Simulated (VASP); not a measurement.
# C (P4/mmm) in VASP: settings compared

Aim: see how the results for C move with the level of theory and the settings. Levels: HF, r2SCANh. Tasks: relaxation of cell and atoms, single point.

Program: VASP 6.6.1. These are calculated values, not measurements. Logs are shortened: lines on timing, memory, paths and dates and some standing lists are left out, and cuts for length are marked.

### 1 The cell of the first run

It takes space group P4/mmm (No. 123, tetragonal). The conventional cell has a = 4.255 Å, b = 4.255 Å, c = 1.282 Å, α = 90.00°, β = 90.00°, γ = 90.00°. C (site symmetry 4/mmm) has 2 C at 1.28 Å within 1.7 Å.

### 2 Relaxation of cell and atoms, HF

Contents of POSCAR:

```
C
1.0
    4.2551700000      0.0000000000      0.0000000000
    0.0000000000      4.2551700000      0.0000000000
    0.0000000000      0.0000000000      1.2822900000
C
1
Direct
    0.5000000000      0.5000000000      0.5000000000
```

Contents of INCAR.step1:

```
ALGO = Normal
EDIFF = 1E-5
EDIFFG = -0.005
ENCUT = 1300
GGA = PE
GGA_COMPAT = False
IBRION = 2
ISIF = 3
ISMEAR = -1
LASPH = True
LCHARG = False
LREAL = False
LWAVE = True
NBANDS = 8
NELM = 120
NELMIN = 4
NSW = 100
PREC = Accurate
SIGMA = 0.05
```

Contents of INCAR.step2:

```
AEXX = 1.0
AGGAC = 0.0
ALDAC = 0.0
ALGO = Normal
EDIFF = 1E-7
EDIFFG = -0.01
ENCUT = 1300
GGA = PE
GGA_COMPAT = False
IBRION = 2
ISIF = 3
ISMEAR = -1
ISTART = 1
LASPH = True
LCHARG = False
LHFCALC = True
LREAL = False
LWAVE = False
NELM = 120
NELMIN = 4
NSW = 60
PREC = Accurate
PRECFOCK = Normal
SIGMA = 0.05
```

Contents of KPOINTS:

```
k-points
0
Gamma
  3 3 10
```

Potentials or basis: VASP PAW PBE potentials, release 64 (C_h).

On the command line:

```sh
cat potpaw_PBE.64/C_h/POTCAR > POTCAR
cp INCAR.step1 INCAR
mpirun -np 1 vasp_std > vasp.out
cp INCAR.step2 INCAR
mpirun -np 1 vasp_std > vasp.out
```

OUTCAR:

```text
AEXX = 1.0
   EDIFF = 1E-7
   EDIFFG = -0.01
   ENCUT = 1300
   GGA = PE
   IBRION = 2
   ISIF = 3
   ISMEAR = -1
   ISTART = 1
   LASPH = True
   LHFCALC = True
   LREAL = False
   NELM = 120
   NELMIN = 4
   NSW = 60
   PREC = Accurate
   PRECFOCK = Normal

 ion  position               nearest neighbor table
   1  0.500  0.500  0.500-

  LATTYP: Found a simple tetragonal cell.
 ALAT       =     4.2551700000
 C/A-ratio  =     0.3013487123

  Lattice vectors:

 A1 = (   4.2551700000,   0.0000000000,   0.0000000000)
 A2 = (   0.0000000000,   4.2551700000,   0.0000000000)
 A3 = (   0.0000000000,   0.0000000000,   1.2822900000)

Analysis of symmetry for initial positions (statically):
=====================================================================
 Subroutine PRICEL returns:
 Original cell was already a primitive cell.

 Routine SETGRP: Setting up the symmetry group for a
 simple tetragonal supercell.

 Subroutine GETGRP returns: Found 16 space group operations
 (whereof 16 operations were pure point group operations)
 out of a pool of 16 trial point group operations.

The static configuration has the point symmetry D_4h.

Analysis of symmetry for dynamics (positions and initial velocities):
=====================================================================
 Subroutine PRICEL returns:
 Original cell was already a primitive cell.

 Routine SETGRP: Setting up the symmetry group for a
 simple tetragonal supercell.

 Subroutine GETGRP returns: Found 16 space group operations
 (whereof 16 operations were pure point group operations)
 out of a pool of 16 trial point group operations.

The dynamic configuration has the point symmetry D_4h.

 Subroutine INISYM returns: Found 16 space group operations
 (whereof 16 operations are pure point group operations),
 and found     1 'primitive' translations

----------------------------------------------------------------------------------------

                                     Primitive cell

  volume of cell :      23.2177

  direct lattice vectors                    reciprocal lattice vectors
     4.255170000  0.000000000  0.000000000     0.235008237  0.000000000  0.000000000
     0.000000000  4.255170000  0.000000000     0.000000000  0.235008237  0.000000000
     0.000000000  0.000000000  1.282290000     0.000000000  0.000000000  0.779854791

  length of vectors
     4.255170000  4.255170000  1.282290000     0.235008237  0.235008237  0.779854791

  position of ions in fractional coordinates (direct lattice)
     0.500000000  0.500000000  0.500000000

  ion indices of the primitive-cell ions
   primitive index   ion index
                 1           1

----------------------------------------------------------------------------------------

 KPOINTS: k-points

Automatic generation of k-mesh.
 Grid dimensions read from file:
 generate k-points for:    3    3   10

 Generating k-lattice:

  Cartesian coordinates                     Fractional coordinates (reciprocal lattice)
     0.078336079  0.000000000  0.000000000     0.333333333  0.000000000  0.000000000
     0.000000000  0.078336079  0.000000000     0.000000000  0.333333333  0.000000000
     0.000000000  0.000000000  0.077985479     0.000000000  0.000000000  0.100000000

  Length of vectors
     0.078336079  0.078336079  0.077985479

  Shift w.r.t. Gamma in fractional coordinates (k-lattice)
     0.000000000  0.000000000  0.000000000

 Subroutine IBZKPT returns following result:
 ===========================================

 Found     18 irreducible k-points:

 Following reciprocal coordinates:
            Coordinates               Weight
  0.000000  0.000000  0.000000      1.000000
  0.333333  0.000000  0.000000      4.000000
  0.333333  0.333333  0.000000      4.000000
  0.000000  0.000000  0.100000      2.000000
  0.333333  0.000000  0.100000      8.000000
  0.333333  0.333333  0.100000      8.000000
[... 10 lines left out ...]
  0.333333  0.000000  0.500000      4.000000
  0.333333  0.333333  0.500000      4.000000
   k-points           NKPTS =     18   k-points in BZ     NKDIM =     90   number of bands    NBANDS=      6
   number of dos      NEDOS =    301   number of ions     NIONS =      1
   total plane-waves  NPLWV =  40000
   dimension x,y,z NGX =    50 NGY =   50 NGZ =   16
   dimension x,y,z NGXF=   100 NGYF=  100 NGZF=   32
   ions per type =               1
   NGX,Y,Z   is equivalent  to a cutoff of  19.53, 19.53, 20.74 a.u.
   NGXF,Y,Z  is equivalent  to a cutoff of  39.07, 39.07, 41.49 a.u.
 SYSTEM =  unknown system
   PREC   = accura    normal or accurate (medium, high low for compatibility)
   ISTART =      1    job   : 0-new  1-cont  2-samecut
   ICHARG =      0    charge: 1-file 2-atom 10-const
   ISPIN  =      1    spin polarized calculation?
   LNONCOLLINEAR =      F non collinear calculations
   LSORBIT =      F    spin-orbit coupling
   LASPH  =      T    aspherical Exc in radial PAW
   ENCUT  = 1300.0 eV  95.55 Ry    9.77 a.u.  12.51 12.51  3.77*2*pi/ulx,y,z
   NELM   =    120;   NELMIN=  4; NELMDL=  0     # of ELM steps
   EDIFF  = 0.1E-06   stopping-criterion for ELM
   LREAL  =      F    real-space projection
   EDIFFG = -.1E-01   stopping-criterion for IOM
   NSW    =     60    number of steps for IOM
   IBRION =      2    ionic relax: 0-MD 1-quasi-New 2-CG
   NFREE  =      1    steps in history (QN), initial steepest desc. (CG)
   ISIF   =      3    stress and relaxation
   ISYM   =      3    0-nonsym 1-usesym 2-fastsym
   POTIM  = 0.5000    time-step for ionic-motion
   TEBEG  =    0.0;   TEEND  =   0.0 temperature during run
   PSTRESS=    0.0 pullay stress
   NELECT =       4.0000    total number of electrons
   NUPDOWN=      -1.0000    fix difference up-down
   EMIN   =  10.00;   EMAX   =-10.00  energy-range for DOS
   EFERMI =   0.00;   METHOD = LEGACY
   ISMEAR =    -1;   SIGMA  =   0.05  broadening in eV -4-tet -1-fermi 0-gaus
   EFERMI_NEDOS =   21; number of points for ismear=-14 and -15
   IALGO  =     38    algorithm
   IMIX   =      1    mixing-type and parameters
     AMIX     =   0.40;   BMIX     =  1.00
     AMIX_MAG =   1.60;   BMIX_MAG =  1.00
  volume/ion in A,a.u.               =      23.22       156.68
  Fermi-wavevector in a.u.,A,eV,Ry     =   0.910937  1.721420 11.290188  0.829805
  Thomas-Fermi vector in A             =   2.035157
   LORBIT       =      0    0 simple, 1 ext, 2 COOP (PROOUT), +10 PAW based schemes
   GGA     = PE    functional components
   LHFCALC =     T    Hartree Fock is set to
   PRECFOCK=normal    Normal, Fast or Accurate (Low or Medium for compatibility)
   ENCUT4O =  -1.0   cutoff for four orbital integrals eV
   NKREDX  =     1    reduce k-point grid by
   NKREDY  =     1    reduce k-point grid by
   NKREDZ  =     1    reduce k-point grid by
   AEXX    =    1.0000 exact exchange contribution
   HFSCREEN=    0.0000 screening length (either q_TF or 0.3 A-1)
   HFSCREENC=   0.0000 screening length for correlation (either q_TF or 0.3 A-1)
   ENCUTFOCK=  -1.0 apply spherical cutoff to Coloumb kernel
   IVDW    =     0    specifies the selected vdW correction
   LEPSILON=     F    determine dielectric tensor
   LRPA    =     F    only Hartree local field effects (RPA)
 conjugate gradient relaxation of ions
 non-spin polarized calculation
  energy-cutoff  :     1300.00
  volume of cell :       23.22
 maximum number of plane-waves:      2512
 NGX is ok and might be reduce to    50
  NGX = 40; NGY = 40; NGZ = 12

--------------------------------------- Ionic step        1  -------------------------------------------

 number of electron       4.0000000 magnetization

 Free energy of the ion-electron system (eV)
  ---------------------------------------------------
  ext. energy  EPLUGINS =         0.00000000
  ---------------------------------------------------
  free energy    TOTEN  =       -14.48493941 eV

  energy without entropy =      -14.48493941  energy(sigma->0) =      -14.48493941

------------------------ aborting loop because EDIFF is reached ----------------------------------------

  FORCE on cell =-STRESS in cart. coord.  units (eV):
  Direction    XX          YY          ZZ          XY          YZ          ZX
  --------------------------------------------------------------------------------------
  -------------------------------------------------------------------------------------
  Total        0.0078089      0.0078089     -2.6668225      0.0000000      0.0000000     -0.0000000
  in kB        0.5388626      0.5388626   -184.0282999      0.0000000      0.0000000     -0.0000000
  external PRESSURE =     -60.9835249 kB  Pullay stress =       0.0000000 kB

 VOLUME and BASIS-vectors are now :
 -----------------------------------------------------------------------------
  energy-cutoff  :     1300.00
  volume of cell :       23.22
      direct lattice vectors                 reciprocal lattice vectors
     4.255170000  0.000000000  0.000000000     0.235008237  0.000000000  0.000000000
     0.000000000  4.255170000  0.000000000     0.000000000  0.235008237  0.000000000
     0.000000000  0.000000000  1.282290000     0.000000000  0.000000000  0.779854791

 POSITION                                       TOTAL-FORCE (eV/Angst)
 -----------------------------------------------------------------------------------
      2.12758      2.12758      0.64114         0.000000      0.000000      0.000000
 -----------------------------------------------------------------------------------
    total drift:                                0.000000     -0.000000     -0.000000

  FREE ENERGIE OF THE ION-ELECTRON SYSTEM (eV)
  ---------------------------------------------------
  free  energy   TOTEN  =       -14.4849394137 eV

  energy  without entropy=      -14.4849394137  energy(sigma->0) =      -14.48493941
[... 85 lines left out ...]
 VOLUME and BASIS-vectors are now :
 -----------------------------------------------------------------------------
  energy-cutoff  :     1300.00
  volume of cell :       22.80
      direct lattice vectors                 reciprocal lattice vectors
     4.255397062  0.000000000 -0.000000000     0.234995697  0.000000000  0.000000000
     0.000000000  4.255397062  0.000000000    -0.000000000  0.234995697 -0.000000000
     0.000000000  0.000000000  1.258922030     0.000000000  0.000000000  0.794330368

 POSITION                                       TOTAL-FORCE (eV/Angst)
 -----------------------------------------------------------------------------------
      2.12770      2.12770      0.62946         0.000000     -0.000000      0.000000
 -----------------------------------------------------------------------------------
    total drift:                                0.000000     -0.000000     -0.000000

  FREE ENERGIE OF THE ION-ELECTRON SYSTEM (eV)
  ---------------------------------------------------
  free  energy   TOTEN  =       -14.5108028073 eV

  energy  without entropy=      -14.5108028073  energy(sigma->0) =      -14.51080281

--------------------------------------- Ionic step        5  -------------------------------------------

 number of electron       4.0000000 magnetization

 Free energy of the ion-electron system (eV)
  ---------------------------------------------------
  ext. energy  EPLUGINS =         0.00000000
  ---------------------------------------------------
  free energy    TOTEN  =       -14.51084931 eV

  energy without entropy =      -14.51084931  energy(sigma->0) =      -14.51084931

 E-fermi :  -4.2835     XC(G=0):   0.0000

 val. band max:       -5.5218170536   @ k =   0.3333   0.0000   0.2000
 cond. band min:       4.6982836510   @ k =   0.3333   0.0000   0.3000
 fundamental gap:     10.2201007047
 Fermi energy:        -4.2834730671

 k-point     1 :       0.0000    0.0000    0.0000
  band No.  band energies     occupation
      1     -27.9962      2.00000
      2     -11.8521      2.00000
      3     -11.8521      2.00000
      4       5.2933      0.00000
      5      10.2176      0.00000
      6      14.9781      0.00000

 k-point     2 :       0.3333    0.0000    0.0000
  band No.  band energies     occupation
      1     -27.9644      2.00000
      2     -12.2456      2.00000
      3     -11.8152      2.00000
      4       6.7013      0.00000
      5       9.4887      0.00000
      6      12.8936      0.00000

 k-point     3 :       0.3333    0.3333    0.0000
  band No.  band energies     occupation
      1     -27.9338      2.00000
      2     -12.1968      2.00000
      3     -12.1811      2.00000
      4       7.2851      0.00000
      5      10.3378      0.00000
      6      10.9161      0.00000

 k-point     4 :       0.0000    0.0000    0.1000
  band No.  band energies     occupation
      1     -27.2170      2.00000
      2     -10.3773      2.00000
      3     -10.3773      2.00000
      4       6.1744      0.00000
      5      11.2226      0.00000
      6      15.9432      0.00000
[... 137 lines left out ...]
 VOLUME and BASIS-vectors are now :
 -----------------------------------------------------------------------------
  energy-cutoff  :     1300.00
  volume of cell :       22.78
      direct lattice vectors                 reciprocal lattice vectors
     4.255406830  0.000000000 -0.000000000     0.234995158  0.000000000  0.000000000
     0.000000000  4.255406830  0.000000000    -0.000000000  0.234995158 -0.000000000
     0.000000000  0.000000000  1.257916808     0.000000000  0.000000000  0.794965131

 POSITION                                       TOTAL-FORCE (eV/Angst)
 -----------------------------------------------------------------------------------
      2.12770      2.12770      0.62896         0.000000     -0.000000      0.000000
 -----------------------------------------------------------------------------------
    total drift:                                0.000000     -0.000000     -0.000000

  FREE ENERGIE OF THE ION-ELECTRON SYSTEM (eV)
  ---------------------------------------------------
  free  energy   TOTEN  =       -14.5108493061 eV

  energy  without entropy=      -14.5108493061  energy(sigma->0) =      -14.51084931

 reached required accuracy - stopping structural energy minimisation
```

It took 6.8 min on 1 thread of AMD EPYC 9R45 (Zen 5), shared host; peak memory 0.18 GiB.

Results:

| Quantity | Value |
| --- | --- |
| Free energy | -14.5108 eV |
| Relaxed volume | 22.78 Å³/atom |
| Relaxed cell | a = 4.255 Å, b = 4.255 Å, c = 1.258 Å, α = 90.00°, β = 90.00°, γ = 90.00° |
| Space group after relaxing (to 0.1 Å) | P4/mmm (No. 123) |
| Pressure after relaxing | 0.0 GPa |
| Band gap on the k mesh | zero (bands 2 and 3 overlap by 27.44 eV) |

Final structure:
```cif
data_structure
_symmetry_space_group_name_H-M 'P 1'
_symmetry_Int_Tables_number 1
_cell_length_a 4.2554
_cell_length_b 4.2554
_cell_length_c 1.2579
_cell_angle_alpha 90.000
_cell_angle_beta 90.000
_cell_angle_gamma 90.000
_cell_volume 22.78
loop_
_atom_site_label
_atom_site_type_symbol
_atom_site_fract_x
_atom_site_fract_y
_atom_site_fract_z
_atom_site_occupancy
C1 C 0.50000 0.50000 0.50000 1
```

Caveat: the k points lie up to 0.50 Å⁻¹ apart in the final cell, too coarse for converged energies and pressures of a metal; the PAW data sets were made with another functional, which shifts forces and pressure a little.

### 3 Single point, r2SCANh

POSCAR is that of step 2.

Contents of INCAR.step1:

```
ALGO = Normal ; EDIFF = 1E-5
ENCUT = 520 ; GGA = PE
ISIF = 2 ; ISMEAR = -1
LASPH = True ; LCHARG = False
LREAL = False ; LWAVE = True
NBANDS = 8 ; NELM = 80
PREC = Accurate ; SIGMA = 0.05
```

Contents of INCAR.step2:

```
AEXX = 0.1 ; ALGO = Normal
EDIFF = 1E-6 ; ENCUT = 520
ISIF = 2 ; ISMEAR = -1
ISTART = 1 ; LASPH = True
LCHARG = False ; LHFCALC = True
LMIXTAU = True ; LREAL = False
LWAVE = False ; METAGGA = R2SCAN
NBANDS = 8 ; NELM = 80
PREC = Accurate ; PRECFOCK = Normal
SIGMA = 0.05
```

KPOINTS is that of step 2.

Potentials or basis: VASP PAW PBE potentials, release 64 (C).

On the command line:

```sh
cat potpaw_PBE.64/C/POTCAR > POTCAR
cp INCAR.step1 INCAR
mpirun -np 1 vasp_std > vasp.out
cp INCAR.step2 INCAR
mpirun -np 1 vasp_std > vasp.out
```

Wall time 53 s (1 thread of Intel Xeon 8259CL, shared host); peak memory 0.13 GiB.

It converged, with:

```
Free energy            : -9.6808 eV
Pressure               : -3.3 GPa
Band gap on the k mesh : zero (bands 2 and 3 overlap by 15.77 eV)
```

Stress tensor (GPa, compression positive):
```
-0.33  0.00  0.00
 0.00 -0.33  0.00
 0.00  0.00 -9.28
```

Levels at points of the mesh, in eV from the Fermi level:
```csv
k point,band 1,band 2,band 3,band 4,band 5,band 6
"(0.00, 0.00, 0.00)",-17.49,-5.15,-5.15,5.22,9.75,14.59
"(0.00, 0.00, 0.50)",-9.35,10.27,13.62,13.62,25.97,25.97
```

Caveat: the k points lie up to 0.49 Å⁻¹ apart, too coarse for converged energies and pressures of a metal; the PAW data sets were made with another functional, which shifts forces and pressure a little.

The gap in the log of VASP goes by the Fermi energy; the results here count the filled bands.